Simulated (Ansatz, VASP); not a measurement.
## P in VASP and in Ansatz

```xyz
1
Lattice="4.2152 0.0000 0.0000 0.0000 4.2152 0.0000 0.0000 0.0000 4.3188" Properties=species:S:1:pos:R:3 pbc="T T T"
P     0.0000    0.0000    0.0000
```

Change from the starting cell: volume scaled by 0.96, PAW files.

Alike in both runs: task electric field gradients; functional PBEsol; k mesh 10 × 10 × 9; occupations fermi-dirac, width 0.08 eV; no spin polarisation.

```csv
,VASP,Ansatz
version,VASP 6.6.1,Ansatz 0.2.0
potentials or method,"VASP PAW PBE potentials, release 64 (P)","PAW with Ansatz's default frozen-core files, scalar-relativistic"
plane-wave cutoff (eV),400,420
valence electrons in the cell,5,5
```

|  | VASP | Ansatz | Ansatz less VASP |
| --- | --- | --- | --- |
| pressure (GPa) | -4.2 | -4.2 | 0.00 |
| traceless stress, the component that is largest in VASP (GPa) | 0.33 | 0.33 | 0.000 |
| size of Vzz on the site where it differs most (V/Å²) | 0.7 | 0.7 | -0.04 |

VASP's potentials were made for PBE, not for PBEsol. With one functional, cell and mesh, what is left measures potentials, basis and numerics.
